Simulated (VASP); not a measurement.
# BN (Fmm2) in VASP: single point with HSE06

Aim: the single point of BN with HSE06.

Everything below comes from runs of VASP 6.6.1. Logs are shortened: lines on timing, memory, paths and dates and some standing lists are left out, and cuts for length are marked.

## 1. The cell of the first run

It takes space group Fmm2 (No. 42, orthorhombic). Conventional cell: a = 2.502 Å, b = 6.586 Å, c = 4.327 Å, α = 90.00°, β = 90.00°, γ = 90.00°. Within 1.9 Å of B (site symmetry mm2) lie 3 N at 1.44 Å. Within 1.9 Å of N (site symmetry mm2) lie 3 B at 1.44 Å.

## 2. Single point, HSE06

File POSCAR:

```
BN
1.0
    0.0000000000      3.2928569245      2.1632761898
    1.2509583898      0.0000000000      2.1632761898
    1.2509583898      3.2928569245      0.0000000000
B N
1 1
Direct
    0.0001138439      0.0001138439      0.9998861561
    0.6665861461      0.6665861461      0.3334138539
```

File INCAR.step1:

```
SYSTEM = BN
PREC     = Accurate       ! precision mode
ENCUT    = 520            ! plane-wave cutoff, eV
EDIFF    = 1E-5           ! SCF threshold, eV
ISMEAR   = 0              ! smearing method
SIGMA    = 0.01           ! smearing width, eV
LREAL    = .FALSE.        ! projectors in reciprocal space
LASPH    = .TRUE.         ! aspherical terms in the spheres
NELM     = 60             ! most SCF steps
ALGO     = Normal         ! electronic algorithm
ISIF     = 2              ! what is computed and relaxed
LWAVE    = .TRUE.         ! write WAVECAR
LCHARG   = .FALSE.        ! write CHGCAR
GGA      = PE             ! functional
NBANDS   = 11             ! bands
```

File INCAR.step2:

```
SYSTEM = BN
PREC     = Accurate       ! precision mode
ENCUT    = 520            ! plane-wave cutoff, eV
EDIFF    = 1E-6           ! SCF threshold, eV
ISMEAR   = 0              ! smearing method
SIGMA    = 0.01           ! smearing width, eV
LREAL    = .FALSE.        ! projectors in reciprocal space
LASPH    = .TRUE.         ! aspherical terms in the spheres
NELM     = 60             ! most SCF steps
ALGO     = Normal         ! electronic algorithm
ISIF     = 2              ! what is computed and relaxed
LWAVE    = .FALSE.        ! write WAVECAR
LCHARG   = .FALSE.        ! write CHGCAR
GGA      = PE             ! functional
LHFCALC  = .TRUE.         ! exact exchange
HFSCREEN = 0.2079         ! screening, 1/A
PRECFOCK = Normal       
ISTART   = 1            
NBANDS   = 11             ! bands
```

File KPOINTS:

```
Automatic mesh
0
G
  8 8 8
  0 0 0
```

Potentials or basis: VASP PAW PBE potentials, release 64 (B, N).

On the command line:

```
$ cat potpaw_PBE.64/B/POTCAR potpaw_PBE.64/N/POTCAR > POTCAR
$ cp INCAR.step1 INCAR
$ mpirun -np 1 vasp_std > vasp.out
$ cp INCAR.step2 INCAR
$ mpirun -np 1 vasp_std > vasp.out
```

OUTCAR:

```text
SYSTEM = BN
   PREC = Accurate
   ENCUT = 520
   EDIFF = 1E-6
   ISMEAR = 0
   LREAL = .FALSE.
   LASPH = .TRUE.
   NELM = 60
   ISIF = 2
   GGA = PE
   LHFCALC = .TRUE.
   HFSCREEN = 0.2079
   PRECFOCK = Normal
   ISTART = 1

 ion  position               nearest neighbor table
   1  0.000  0.000  1.000-   2 1.44   2 1.44   2 1.44
   2  0.667  0.667  0.333-   1 1.44   1 1.44   1 1.44

  LATTYP: Found a face centered orthorhombic cell.
 ALAT       =     2.5019167796
 B/A-ratio  =     1.7292950808
 C/A-ratio  =     2.6322673491

  Lattice vectors:

 A1 = (   0.0000000000,   3.2928569245,   2.1632761898)
 A2 = (  -1.2509583898,   3.2928569245,   0.0000000000)
 A3 = (  -1.2509583898,   0.0000000000,   2.1632761898)

Analysis of symmetry for initial positions (statically):
=====================================================================
 Subroutine PRICEL returns:
 Original cell was already a primitive cell.

 Routine SETGRP: Setting up the symmetry group for a
 face centered orthorhombic supercell.

 Subroutine GETGRP returns: Found  4 space group operations
 (whereof  4 operations were pure point group operations)
 out of a pool of  8 trial point group operations.

The static configuration has the point symmetry C_2v.

Analysis of symmetry for dynamics (positions and initial velocities):
=====================================================================
 Subroutine PRICEL returns:
 Original cell was already a primitive cell.

 Routine SETGRP: Setting up the symmetry group for a
 face centered orthorhombic supercell.

 Subroutine GETGRP returns: Found  4 space group operations
 (whereof  4 operations were pure point group operations)
 out of a pool of  8 trial point group operations.

The dynamic configuration has the point symmetry C_2v.

 Subroutine INISYM returns: Found  4 space group operations
 (whereof  4 operations are pure point group operations),
 and found     1 'primitive' translations

----------------------------------------------------------------------------------------

                                     Primitive cell

  volume of cell :      17.8221

  direct lattice vectors                    reciprocal lattice vectors
     0.000000000  3.292856925  2.163276190    -0.399693550  0.151843828  0.231130913
     1.250958390  0.000000000  2.163276190     0.399693550 -0.151843828  0.231130913
     1.250958390  3.292856925  0.000000000     0.399693550  0.151843828 -0.231130913

  length of vectors
     3.939882054  2.498931925  3.522471237     0.486038045  0.486038045  0.486038045

  position of ions in fractional coordinates (direct lattice)
     0.000113844  0.000113844  0.999886156
     0.666586146  0.666586146  0.333413854

  ion indices of the primitive-cell ions
   primitive index   ion index
                 1           1
                 2           2

----------------------------------------------------------------------------------------

 KPOINTS: Automatic mesh

Automatic generation of k-mesh.
 Grid dimensions read from file:
 generate k-points for:    8    8    8

 Generating k-lattice:

  Cartesian coordinates                     Fractional coordinates (reciprocal lattice)
    -0.049961694  0.018980478  0.028891364     0.125000000  0.000000000 -0.000000000
     0.049961694 -0.018980478  0.028891364     0.000000000  0.125000000  0.000000000
     0.049961694  0.018980478 -0.028891364    -0.000000000  0.000000000  0.125000000

  Length of vectors
     0.060754756  0.060754756  0.060754756

  Shift w.r.t. Gamma in fractional coordinates (k-lattice)
     0.000000000  0.000000000  0.000000000

 Subroutine IBZKPT returns following result:
 ===========================================

 Found     95 irreducible k-points:

 Following reciprocal coordinates:
            Coordinates               Weight
  0.000000  0.000000  0.000000      1.000000
  0.125000  0.000000 -0.000000      8.000000
  0.250000  0.000000 -0.000000      8.000000
  0.375000  0.000000 -0.000000      8.000000
  0.500000  0.000000 -0.000000      4.000000
  0.125000  0.125000  0.000000      2.000000
[... 16 lines left out ...]
  0.250000  0.000000  0.125000      8.000000
  0.375000  0.000000  0.125000      8.000000
 [... further k-points ...]
   k-points           NKPTS =     95   k-points in BZ     NKDIM =    512   number of bands    NBANDS=     11
   number of dos      NEDOS =    301   number of ions     NIONS =      2
   total plane-waves  NPLWV =  16800
   dimension x,y,z NGX =    30 NGY =   20 NGZ =   28
   dimension x,y,z NGXF=    60 NGYF=   40 NGZF=   56
   ions per type =               1   1
   NGX,Y,Z   is equivalent  to a cutoff of  12.66, 13.31, 13.21 a.u.
   NGXF,Y,Z  is equivalent  to a cutoff of  25.32, 26.61, 26.43 a.u.
 SYSTEM =  BN
   PREC   = accura    normal or accurate (medium, high low for compatibility)
   ISTART =      1    job   : 0-new  1-cont  2-samecut
   ICHARG =      0    charge: 1-file 2-atom 10-const
   ISPIN  =      1    spin polarized calculation?
   LNONCOLLINEAR =      F non collinear calculations
   LSORBIT =      F    spin-orbit coupling
   LASPH  =      T    aspherical Exc in radial PAW
   ENCUT  =  520.0 eV  38.22 Ry    6.18 a.u.   7.33  4.65  6.55*2*pi/ulx,y,z
   NELM   =     60;   NELMIN=  2; NELMDL=  0     # of ELM steps
   EDIFF  = 0.1E-05   stopping-criterion for ELM
   LREAL  =      F    real-space projection
   EDIFFG = 0.1E-04   stopping-criterion for IOM
   NSW    =      0    number of steps for IOM
   IBRION =     -1    ionic relax: 0-MD 1-quasi-New 2-CG
   NFREE  =      0    steps in history (QN), initial steepest desc. (CG)
   ISIF   =      2    stress and relaxation
   ISYM   =      3    0-nonsym 1-usesym 2-fastsym
   POTIM  = 0.5000    time-step for ionic-motion
   TEBEG  =    0.0;   TEEND  =   0.0 temperature during run
   PSTRESS=    0.0 pullay stress
   NELECT =       8.0000    total number of electrons
   NUPDOWN=      -1.0000    fix difference up-down
   EMIN   =  10.00;   EMAX   =-10.00  energy-range for DOS
   EFERMI =   0.00;   METHOD = LEGACY
   ISMEAR =     0;   SIGMA  =   0.01  broadening in eV -4-tet -1-fermi 0-gaus
   EFERMI_NEDOS =   21; number of points for ismear=-14 and -15
   IALGO  =     38    algorithm
   IMIX   =      1    mixing-type and parameters
     AMIX     =   0.40;   BMIX     =  1.00
     AMIX_MAG =   1.60;   BMIX_MAG =  1.00
  volume/ion in A,a.u.               =       8.91        60.13
  Fermi-wavevector in a.u.,A,eV,Ry     =   1.253484  2.368742 21.377788  1.571223
  Thomas-Fermi vector in A             =   2.387335
   LORBIT       =      0    0 simple, 1 ext, 2 COOP (PROOUT), +10 PAW based schemes
   GGA     = PE    functional components
   LHFCALC =     T    Hartree Fock is set to
   PRECFOCK=normal    Normal, Fast or Accurate (Low or Medium for compatibility)
   ENCUT4O =  -1.0   cutoff for four orbital integrals eV
   NKREDX  =     1    reduce k-point grid by
   NKREDY  =     1    reduce k-point grid by
   NKREDZ  =     1    reduce k-point grid by
   AEXX    =    0.2500 exact exchange contribution
   HFSCREEN=    0.2079 screening length (either q_TF or 0.3 A-1)
   HFSCREENC=   0.2079 screening length for correlation (either q_TF or 0.3 A-1)
   ENCUTFOCK=  -1.0 apply spherical cutoff to Coloumb kernel
   IVDW    =     0    specifies the selected vdW correction
   LEPSILON=     F    determine dielectric tensor
   LRPA    =     F    only Hartree local field effects (RPA)
 non-spin polarized calculation
 Gauss-broadening in eV      SIGMA  =   0.01
  energy-cutoff  :      520.00
  volume of cell :       17.82
 maximum number of plane-waves:       501
 NGX is ok and might be reduce to    30
  NGX = 24; NGY = 14; NGZ = 20

 number of electron       8.0000000 magnetization

 Free energy of the ion-electron system (eV)
  ---------------------------------------------------
  ext. energy  EPLUGINS =         0.00000000
  ---------------------------------------------------
  free energy    TOTEN  =       -20.38335966 eV

  energy without entropy =      -20.38335966  energy(sigma->0) =      -20.38335966

 E-fermi :   1.8851     XC(G=0):  -8.3778

 val. band max:        1.8239950126   @ k =   0.5000  -0.3750   0.1250
 cond. band min:       6.5063830233   @ k =   0.0000   0.5000   0.5000
 fundamental gap:      4.6823880107
 Fermi energy:         1.8850896579

 k-point     1 :       0.0000    0.0000    0.0000
  band No.  band energies     occupation
      1     -18.0948      2.00000
      2      -2.9305      2.00000
      3       0.0025      2.00000
      4       0.0088      2.00000
      5       8.0179      0.00000
      6      14.9271      0.00000
      7      15.0443      0.00000
      8      17.0455      0.00000
      9      18.2634      0.00000
     10      29.1691      0.00000
     11      31.6167      0.00000

 k-point     2 :       0.1250    0.0000   -0.0000
  band No.  band energies     occupation
      1     -17.7519      2.00000
      2      -2.6302      2.00000
      3      -1.2828      2.00000
      4      -0.5816      2.00000
      5       8.7544      0.00000
      6      14.8051      0.00000
      7      15.7880      0.00000
      8      16.3443      0.00000
      9      19.3100      0.00000
     10      27.4181      0.00000
     11      30.0379      0.00000

 k-point     3 :       0.2500    0.0000   -0.0000
  band No.  band energies     occupation
      1     -16.7749      2.00000
      2      -4.0961      2.00000
      3      -1.7503      2.00000
      4      -1.7041      2.00000
      5      10.3724      0.00000
      6      13.0080      0.00000
      7      14.5696      0.00000
      8      19.7602      0.00000
      9      21.3848      0.00000
     10      23.8876      0.00000
     11      28.4994      0.00000
[... 267 lines left out ...]
 k-point    23 :       0.2500    0.0000    0.1250
  band No.  band energies     occupation
      1     -17.6698      2.00000
      2      -3.3524      2.00000
      3      -1.2846      2.00000
      4      -0.5817      2.00000
      5      10.0670      0.00000
      6      14.7717      0.00000
      7      15.9341      0.00000
      8      16.3616      0.00000
      9      19.3230      0.00000
     10      27.8138      0.00000
     11      29.6220      0.00000

 k-point    24 :       0.3750    0.0000    0.1250
  band No.  band energies     occupation
      1     -16.6785      2.00000
      2      -4.1311      2.00000
      3      -2.4840      2.00000
      4      -1.7470      2.00000
      5      11.2304      0.00000
      6      13.7901      0.00000
      7      15.0604      0.00000
      8      19.7594      0.00000
      9      20.9251      0.00000
     10      24.6576      0.00000
     11      28.3722      0.00000

 [... further k-points ...]

------------------------ aborting loop because EDIFF is reached ----------------------------------------

  FORCE on cell =-STRESS in cart. coord.  units (eV):
  Direction    XX          YY          ZZ          XY          YZ          ZX
  --------------------------------------------------------------------------------------
  -------------------------------------------------------------------------------------
  Total       -0.2005587      0.3255367     -0.1963534      0.0000000      0.0000000      0.0000000
  in kB      -18.0299413     29.2652949    -17.6518909      0.0000000      0.0000000      0.0000000
  external PRESSURE =      -2.1388457 kB  Pullay stress =       0.0000000 kB

 VOLUME and BASIS-vectors are now :
 -----------------------------------------------------------------------------
  energy-cutoff  :      520.00
  volume of cell :       17.82
      direct lattice vectors                 reciprocal lattice vectors
     0.000000000  3.292856925  2.163276190    -0.399693550  0.151843828  0.231130913
     1.250958390  0.000000000  2.163276190     0.399693550 -0.151843828  0.231130913
     1.250958390  3.292856925  0.000000000     0.399693550  0.151843828 -0.231130913

 POSITION                                       TOTAL-FORCE (eV/Angst)
 -----------------------------------------------------------------------------------
      1.25096      3.29286      0.00049         0.000000      0.000000      0.003415
      1.25096      3.29286      2.88402         0.000000      0.000000     -0.003415
 -----------------------------------------------------------------------------------
    total drift:                                0.000003      0.000014     -0.000006

  FREE ENERGIE OF THE ION-ELECTRON SYSTEM (eV)
  ---------------------------------------------------
  free  energy   TOTEN  =       -20.3833596584 eV

  energy  without entropy=      -20.3833596584  energy(sigma->0) =      -20.38335966
```

Run time: 2.3 h. Hardware: 1 thread of Oxide Virtual Turin-like, shared host; peak memory 0.23 GiB.

What came out:

| Quantity | Value |
| --- | --- |
| Free energy | -20.3834 eV |
| Pressure | -0.2 GPa |
| Largest force | 0.003 eV/Å |
| Band gap on the k mesh | 4.68 eV (least direct gap 6.16 eV) |

Forces on the atoms (eV/Å):
```
B    0.000  0.000  0.003
N    0.000  0.000 -0.003
```

Levels at points of the mesh, in eV from the valence-band top:
| k point | band 1 | band 2 | band 3 | band 4 | band 5 | band 6 | band 7 | band 8 | band 9 |
| --- | --- | --- | --- | --- | --- | --- | --- | --- | --- |
| (0.00, 0.00, 0.00) | -19.92 | -4.75 | -1.82 | -1.82 | 6.19 | 13.10 | 13.22 | 15.22 | 16.44 |
| (0.50, 0.00, 0.00) | -16.40 | -10.09 | -4.86 | -1.27 | 5.76 | 11.30 | 15.07 | 17.81 | 22.30 |
| (0.50, 0.50, 0.00) | -16.47 | -10.24 | -4.85 | -0.51 | 7.45 | 10.81 | 13.71 | 15.42 | 21.36 |
| (0.50, 0.00, 0.50) | -19.59 | -7.12 | -1.86 | -1.81 | 11.83 | 13.03 | 13.15 | 14.03 | 18.48 |
| (0.00, 0.50, 0.50) | -16.29 | -9.93 | -4.93 | -1.94 | 4.68 | 11.26 | 16.53 | 21.24 | 22.42 |

Caveat: the PAW data sets were made with another functional, which shifts forces and pressure a little.
